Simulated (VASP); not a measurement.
# Ir (P6/mmm) in VASP: further runs, part 2 of 2

VASP 6.6.1. Earlier steps stand in the parts before.

### 3 Relaxation of shape and atoms at fixed volume, PBE

This run uses another cell than the first one, of 11.23 Å³/atom.

Input file INCAR:

```
PREC = Accurate ; ENCUT = 500
EDIFF = 1E-7 ; ISMEAR = -1
SIGMA = 0.08 ; LREAL = F
LASPH = T ; NELM = 120
ALGO = Normal ; ISIF = 4
LWAVE = F ; LCHARG = F
GGA = PE ; IBRION = 2
NSW = 50 ; EDIFFG = -0.005
GGA_COMPAT = F ; NELMIN = 4
```

Input file KPOINTS:

```
regular mesh
0
Gamma
  8 8 11
```

Input file POSCAR:

```
Ir
1.0
    3.9803883936      0.0000000000      0.0000000000
   -1.9901941968      3.4471174658      0.0000000000
    0.0000000000      0.0000000000      2.4545475969
Ir
3
Direct
    0.0000000000      0.0000000000      0.0000000000
    0.3333333333      0.6666666667      0.5000000000
    0.6666666667      0.3333333333      0.5000000000
```

Potentials or basis: VASP PAW PBE potentials, release 64 (Ir).

On the command line:

```
$ cat potpaw_PBE.64/Ir/POTCAR > POTCAR
$ mpirun -np 1 vasp_std > vasp.out
```

OUTCAR:

```text
PREC = Accurate
   ENCUT = 500
   EDIFF = 1E-7
   ISMEAR = -1
   LREAL = F
   LASPH = T
   NELM = 120
   ISIF = 4
   GGA = PE
   IBRION = 2
   NSW = 50
   EDIFFG = -0.005
   NELMIN = 4

 ion  position               nearest neighbor table
   1  0.000  0.000  0.000-   2 2.61   3 2.61   2 2.61   3 2.61   3 2.61   3 2.61   2 2.61   2 2.61
                             3 2.61   3 2.61   2 2.61   2 2.61
   2  0.333  0.667  0.500-   3 2.30   3 2.30   3 2.30   1 2.61   1 2.61   1 2.61   1 2.61   1 2.61
                             1 2.61   3 3.36   3 3.36   3 3.36   3 3.36   3 3.36   3 3.36
   3  0.667  0.333  0.500-   2 2.30   2 2.30   2 2.30   1 2.61   1 2.61   1 2.61   1 2.61   1 2.61
                             1 2.61   2 3.36   2 3.36   2 3.36   2 3.36   2 3.36   2 3.36

  LATTYP: Found a hexagonal cell.
 ALAT       =     3.9803883936
 C/A-ratio  =     0.6166603241

  Lattice vectors:

 A1 = (   3.9803883936,   0.0000000000,   0.0000000000)
 A2 = (  -1.9901941968,   3.4471174658,   0.0000000000)
 A3 = (   0.0000000000,   0.0000000000,   2.4545475969)

Analysis of symmetry for initial positions (statically):
=====================================================================
 Subroutine PRICEL returns:
 Original cell was already a primitive cell.

 Routine SETGRP: Setting up the symmetry group for a
 hexagonal supercell.

 Subroutine GETGRP returns: Found 24 space group operations
 (whereof 24 operations were pure point group operations)
 out of a pool of 24 trial point group operations.

The static configuration has the point symmetry D_6h.

Analysis of symmetry for dynamics (positions and initial velocities):
=====================================================================
 Subroutine PRICEL returns:
 Original cell was already a primitive cell.

 Routine SETGRP: Setting up the symmetry group for a
 hexagonal supercell.

 Subroutine GETGRP returns: Found 24 space group operations
 (whereof 24 operations were pure point group operations)
 out of a pool of 24 trial point group operations.

The dynamic configuration has the point symmetry D_6h.

 Subroutine INISYM returns: Found 24 space group operations
 (whereof 24 operations are pure point group operations),
 and found     1 'primitive' translations

----------------------------------------------------------------------------------------

                                     Primitive cell

  volume of cell :      33.6785

  direct lattice vectors                    reciprocal lattice vectors
     3.980388394  0.000000000  0.000000000     0.251231765  0.145048727  0.000000000
    -1.990194197  3.447117466  0.000000000     0.000000000  0.290097454  0.000000000
     0.000000000  0.000000000  2.454547597     0.000000000  0.000000000  0.407407052

  length of vectors
     3.980388394  3.980388394  2.454547597     0.290097454  0.290097454  0.407407052

  position of ions in fractional coordinates (direct lattice)
     0.000000000  0.000000000  0.000000000
     0.333333333  0.666666667  0.500000000
     0.666666667  0.333333333  0.500000000

  ion indices of the primitive-cell ions
   primitive index   ion index
                 1           1
                 2           2
                 3           3

[... 32 lines left out ...]
  0.500000 -0.000000  0.000000      3.000000
  0.125000  0.125000  0.000000      6.000000
[... 16 lines left out ...]
  0.250000 -0.000000  0.181818     12.000000
  0.375000  0.000000  0.181818     12.000000
 [... further k-points ...]
   k-points           NKPTS =     60   k-points in BZ     NKDIM =     60   number of bands    NBANDS=     17
   number of dos      NEDOS =    301   number of ions     NIONS =      3
   total plane-waves  NPLWV =  16200
   dimension x,y,z NGX =    30 NGY =   30 NGZ =   18
   dimension x,y,z NGXF=    60 NGYF=   60 NGZF=   36
   ions per type =               3
   NGX,Y,Z   is equivalent  to a cutoff of  12.53, 12.53, 12.19 a.u.
   NGXF,Y,Z  is equivalent  to a cutoff of  25.06, 25.06, 24.38 a.u.
 SYSTEM =  unknown system
   PREC   = accura    normal or accurate (medium, high low for compatibility)
   ISTART =      0    job   : 0-new  1-cont  2-samecut
   ICHARG =      2    charge: 1-file 2-atom 10-const
   ISPIN  =      1    spin polarized calculation?
   LNONCOLLINEAR =      F non collinear calculations
   LSORBIT =      F    spin-orbit coupling
   LASPH  =      T    aspherical Exc in radial PAW
   ENCUT  =  500.0 eV  36.75 Ry    6.06 a.u.   7.26  7.26  4.48*2*pi/ulx,y,z
   NELM   =    120;   NELMIN=  4; NELMDL= -5     # of ELM steps
   EDIFF  = 0.1E-06   stopping-criterion for ELM
   LREAL  =      F    real-space projection
   EDIFFG = -.5E-02   stopping-criterion for IOM
   NSW    =     50    number of steps for IOM
   IBRION =      2    ionic relax: 0-MD 1-quasi-New 2-CG
   NFREE  =      1    steps in history (QN), initial steepest desc. (CG)
   ISIF   =      4    stress and relaxation
   ISYM   =      2    0-nonsym 1-usesym 2-fastsym
   POTIM  = 0.5000    time-step for ionic-motion
   TEBEG  =    0.0;   TEEND  =   0.0 temperature during run
   PSTRESS=    0.0 pullay stress
   NELECT =      27.0000    total number of electrons
   NUPDOWN=      -1.0000    fix difference up-down
   EMIN   =  10.00;   EMAX   =-10.00  energy-range for DOS
   EFERMI =   0.00;   METHOD = LEGACY
   ISMEAR =    -1;   SIGMA  =   0.08  broadening in eV -4-tet -1-fermi 0-gaus
   EFERMI_NEDOS =   21; number of points for ismear=-14 and -15
   IALGO  =     38    algorithm
   IMIX   =      4    mixing-type and parameters
     AMIX     =   0.40;   BMIX     =  1.00
     AMIX_MAG =   1.60;   BMIX_MAG =  1.00
  volume/ion in A,a.u.               =      11.23        75.76
  Fermi-wavevector in a.u.,A,eV,Ry     =   1.520822  2.873937 31.468914  2.312900
  Thomas-Fermi vector in A             =   2.629621
   LORBIT       =      0    0 simple, 1 ext, 2 COOP (PROOUT), +10 PAW based schemes
   GGA     = PE    functional components
   LHFCALC =     F    Hartree Fock is set to
   AEXX    =    0.0000 exact exchange contribution
   IVDW    =     0    specifies the selected vdW correction
   LEPSILON=     F    determine dielectric tensor
   LRPA    =     F    only Hartree local field effects (RPA)
 conjugate gradient relaxation of ions
 non-spin polarized calculation
  energy-cutoff  :      500.00
  volume of cell :       33.68
 maximum number of plane-waves:       903
 NGX is ok and might be reduce to    30
   NGX = 15   NGY = 15   NGZ =  9

--------------------------------------- Ionic step        1  -------------------------------------------

 number of electron      27.0000002 magnetization

 Free energy of the ion-electron system (eV)
  ---------------------------------------------------
  ext. energy  EPLUGINS =         0.00000000
  ---------------------------------------------------
  free energy    TOTEN  =       -20.50781734 eV

  energy without entropy =      -20.43884128  energy(sigma->0) =      -20.47332931

------------------------ aborting loop because EDIFF is reached ----------------------------------------

  FORCE on cell =-STRESS in cart. coord.  units (eV):
  Direction    XX          YY          ZZ          XY          YZ          ZX
  --------------------------------------------------------------------------------------
  -------------------------------------------------------------------------------------
  Total       41.5819084     41.5819084     37.6797677      0.0000000      0.0000000      0.0000000
  in kB     1978.1626968   1978.1626968   1792.5274167      0.0000000      0.0000000      0.0000000
  external PRESSURE =    1916.2842701 kB  Pullay stress =       0.0000000 kB
[... 98 lines left out ...]
--------------------------------------- Ionic step        4  -------------------------------------------

 number of electron      27.0000004 magnetization

 Free energy of the ion-electron system (eV)
  ---------------------------------------------------
  ext. energy  EPLUGINS =         0.00000000
  ---------------------------------------------------
  free energy    TOTEN  =       -20.52729211 eV

  energy without entropy =      -20.46061005  energy(sigma->0) =      -20.49395108

 E-fermi :  14.9432     XC(G=0): -15.3763

 val. band max:       14.9376345838   @ k =   0.1250  -0.0000   0.4545
 cond. band min:      14.9533098395   @ k =   0.2500   0.2500   0.3636
 fundamental gap:      0.0156752558
 Fermi energy:        14.9431963689

 k-point     1 :       0.0000    0.0000    0.0000
  band No.  band energies     occupation
      1       1.1608      2.00000
      2       4.5247      2.00000
      3       7.8451      2.00000
      4       8.4610      2.00000
      5       8.4610      2.00000
      6       8.5425      2.00000
[... 457 lines left out ...]
      4       6.7404      2.00000
      5       7.2340      2.00000
      6       8.4497      2.00000
[... 9 lines left out ...]
     16      16.4092      0.00000
     17      18.0320      0.00000

 [... further k-points ...]
[... 5 lines left out ...]
  --------------------------------------------------------------------------------------
  -------------------------------------------------------------------------------------
  Total       40.1442669     40.1442669     40.1357280      0.0000000     -0.0000000     -0.0000000
  in kB     1909.7702426   1909.7702426   1909.3640204      0.0000000     -0.0000000     -0.0000000
  external PRESSURE =    1909.6348352 kB  Pullay stress =       0.0000000 kB
[... 18 lines left out ...]
  FREE ENERGIE OF THE ION-ELECTRON SYSTEM (eV)
  ---------------------------------------------------
  free  energy   TOTEN  =       -20.5272921102 eV

  energy  without entropy=      -20.4606100530  energy(sigma->0) =      -20.49395108

 reached required accuracy - stopping structural energy minimisation
```

CONTCAR:

```text
Ir
   1.00000000000000
     4.0000880892497044    0.0000000000000000    0.0000000000000000
    -2.0000440446248522    3.4641779026838364    0.0000000000000000
    -0.0000000000000000    0.0000000000000000    2.4304307411330059
  Ir
     3
Direct
     0.0000000000000000    0.0000000000000000    0.0000000000000000
     0.3333333332999970    0.6666666667000030    0.5000000000000000
     0.6666666667000030    0.3333333332999970    0.5000000000000000

  0.00000000E+00  0.00000000E+00  0.00000000E+00
  0.00000000E+00  0.00000000E+00  0.00000000E+00
  0.00000000E+00  0.00000000E+00  0.00000000E+00
```

It took 51 s on 1 thread of AMD EPYC 9R45 (Zen 5), shared host; peak memory 0.13 GiB.

What came out:

```
Free energy               : -20.5273 eV
Energy gained by relaxing : 6.5 meV/atom
Ionic steps               : 4
Pressure after relaxing   : 191.0 GPa
Band gap on the k mesh    : zero (an odd number of electrons rules out a gap without spin polarisation)
```

Step by step:
```
step  energy change (eV)  largest force (eV/Å)  pressure (GPa)  volume (Å³)
   1              0.0000                0.0000          191.63        33.68
   2              0.2000                0.0000          191.82        33.68
   3             -0.0194                0.0000          190.98        33.68
   4             -0.0195                0.0000          190.96        33.68
```

Final structure:
```
Ir
1.0
     4.00009    0.00000    0.00000
    -2.00004    3.46418    0.00000
     0.00000    0.00000    2.43043
Ir
3
Direct
  0.00000 0.00000 0.00000
  0.33333 0.66667 0.50000
  0.66667 0.33333 0.50000
```

Levels at points of the mesh, in eV from the Fermi level:
```csv
k point,band 12,band 13,band 14,band 15,band 16,band 17
"(0.00, 0.00, 0.00)",-2.98,-2.93,-2.93,1.93,1.93,8.02
"(0.50, 0.00, 0.00)",-0.81,-0.75,0.34,0.46,0.47,0.56
```

Caveat: spin-orbit coupling is left out, which moves the levels of the heavy elements.
